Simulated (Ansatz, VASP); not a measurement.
# Sr in VASP and in Ansatz

```
Sr
1.0
     4.09606    0.00000    0.00000
     0.00000    4.09606    0.00000
     0.00000    0.00000   29.88470
Sr
2
Direct
  0.50000 0.00000 0.25070
  0.00000 0.50000 0.35161
```

Alike in both runs: functional PBE; k mesh 8 × 8 × 1; occupations gaussian, width 0.02 eV; no spin polarisation.

Ansatz relaxed the structure, and its values are those at the end. VASP's run is a single point on that final structure, the one shown.

|  | VASP | Ansatz |
| --- | --- | --- |
| version | VASP 6.6.1 | Ansatz 0.2.0 |
| potentials or method | VASP PAW PBE potentials, release 64 (Sr_sv), cutoff 520 eV | scalar-relativistic, plane waves, PAW |
| valence electrons in the cell | 20 | 20 |

|  | VASP | Ansatz | Ansatz less VASP |
| --- | --- | --- | --- |
| gap on the k mesh at the Fermi level (eV) | 0.13 | 0.13 | -0.002 |
| least direct gap on the mesh (eV) | 0.19 | 0.19 | +0.001 |
